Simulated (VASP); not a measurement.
A run of VASP 6.6.1 is set up as follows.

INCAR

```
SYSTEM = LiCl
PREC     = Accurate       ! precision mode
ENCUT    = 520            ! plane-wave cutoff, eV
EDIFF    = 1E-6           ! SCF threshold, eV
ISMEAR   = 0              ! smearing method
SIGMA    = 0.01           ! smearing width, eV
LREAL    = .FALSE.        ! projectors in reciprocal space
LASPH    = .TRUE.         ! aspherical terms in the spheres
NELM     = 100            ! most SCF steps
ALGO     = Normal         ! electronic algorithm
ISIF     = 2              ! what is computed and relaxed
LWAVE    = .FALSE.        ! write WAVECAR
LCHARG   = .FALSE.        ! write CHGCAR
GGA      = PE             ! functional
NBANDS   = 18             ! bands
```

The input KPOINTS:

```
Automatic mesh
0
G
  6 6 4
  0 0 0
```

POSCAR

```
LiCl
1.0
    3.8452524447      0.0000000000      0.0000000000
   -1.9226262224      3.3300863011      0.0000000000
    0.0000000000      0.0000000000      6.1609986605
Li Cl
2 2
Direct
    0.6666666667      0.3333333333      0.8777889922
    0.3333333333      0.6666666667      0.3777889922
    0.6666666667      0.3333333333      0.4972120078
    0.3333333333      0.6666666667      0.9972120078
```

Potentials or basis: VASP PAW PBE potentials, release 64 (Li_sv, Cl).

Launch:

```sh
$ cat potpaw_PBE.64/Li_sv/POTCAR potpaw_PBE.64/Cl/POTCAR > POTCAR
$ mpirun -np 1 vasp_std > vasp.out
```

(1) What does it give for the largest force?

(2) Predict the band gap on the k mesh.

Results:

(1) 0.004 eV/Å.

(2) 6.16 eV, direct.
